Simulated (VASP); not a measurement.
Si5C:

```
Si C
1.0
     2.77201    0.00000    0.00000
    -1.38601    2.40063    0.00000
     0.00000    0.00000   12.04582
Si C
5 1
Cartesian
  0.0000 1.6004 7.2344
  0.0000 1.6004 0.0000
  0.0000 1.6004 4.8114
  1.3860 0.8002 9.7412
  1.3860 0.8002 2.3046
  1.3860 0.8002 6.0229
```

* Program: VASP 6.6.1
* Task: relaxation of cell and atoms
* Functional: PBE
* Potentials or basis: VASP PAW PBE potentials, release 64 (Si, C)
* Cutoff: 600 eV
* k mesh: 18 × 18 × 4
* Occupations: gaussian, width 0.1 eV
* Spin: no spin polarisation

At the start: pressure 0.1 GPa; volume 13.36 Å³/atom.

Q: Where does the relaxation end?

A: Over 27 steps the energy falls by 35.6 meV/atom and the volume is 12.87 Å³/atom (-3.7 %); space group P-6m2 (No. 187, to 0.1 Å) before and after.

Step by step:
| step | energy change (eV) | largest force (eV/Å) | pressure (GPa) | volume (Å³) |
| --- | --- | --- | --- | --- |
| 1 | 0.0000 | 0.0622 | 0.05 | 80.16 |
| 2 | -0.0251 | 0.7404 | 0.04 | 80.19 |
| 3 | -0.0255 | 0.6563 | 0.04 | 80.19 |
| 4 | -0.0565 | 0.2944 | -1.22 | 80.25 |
| 5 | -0.1156 | 0.7212 | -4.00 | 80.33 |
| 6 | -0.1222 | 0.7425 | -3.97 | 80.23 |
| 7 | -0.1361 | 0.8219 | -3.76 | 79.90 |
| 8 | -0.1483 | 0.9557 | -3.31 | 79.21 |
| 9 | -0.1640 | 0.7797 | -2.83 | 78.94 |
| 10 | -0.1932 | 0.2165 | -1.29 | 78.13 |
| 11 | -0.1639 | 1.0804 | 2.20 | 76.52 |
| 12 | -0.1973 | 0.1659 | -0.48 | 77.73 |
| 13 | -0.1973 | 0.1656 | -0.42 | 77.69 |
| 14 | -0.1981 | 0.1605 | -0.33 | 77.62 |
| 15 | -0.1999 | 0.1454 | -0.07 | 77.39 |
| 16 | -0.2016 | 0.1147 | 0.47 | 76.94 |
| 17 | -0.2029 | 0.1039 | 0.41 | 76.98 |
| 18 | -0.2065 | 0.0749 | 0.23 | 77.11 |
| 19 | -0.2116 | 0.0805 | -0.13 | 77.37 |
| 20 | -0.2051 | 0.1751 | -0.61 | 77.87 |
| 21 | -0.2125 | 0.1026 | -0.28 | 77.49 |
| 22 | -0.2134 | 0.0480 | -0.07 | 77.28 |
| 23 | -0.2134 | 0.0457 | -0.10 | 77.31 |
| 24 | -0.2137 | 0.0260 | 0.01 | 77.23 |
| 25 | -0.2138 | 0.0252 | 0.11 | 77.16 |
| 26 | -0.2137 | 0.0535 | -0.10 | 77.26 |
| 27 | -0.2139 | 0.0048 | 0.02 | 77.20 |

Final structure:
```cif
data_structure
_symmetry_space_group_name_H-M 'P 1'
_symmetry_Int_Tables_number 1
_cell_length_a 2.8895
_cell_length_b 2.8895
_cell_length_c 10.6761
_cell_angle_alpha 90.000
_cell_angle_beta 90.000
_cell_angle_gamma 120.000
_cell_volume 77.20
loop_
_atom_site_label
_atom_site_type_symbol
_atom_site_fract_x
_atom_site_fract_y
_atom_site_fract_z
_atom_site_occupancy
Si1 Si 0.33333 0.66667 0.61388 1
Si2 Si 0.33333 0.66667 0.00000 1
Si3 Si 0.33333 0.66667 0.38612 1
Si4 Si 0.66667 0.33333 0.81106 1
Si5 Si 0.66667 0.33333 0.18894 1
C1 C 0.66667 0.33333 0.50000 1
```

Caveat: the highest band is partly filled, so the run has too few bands.
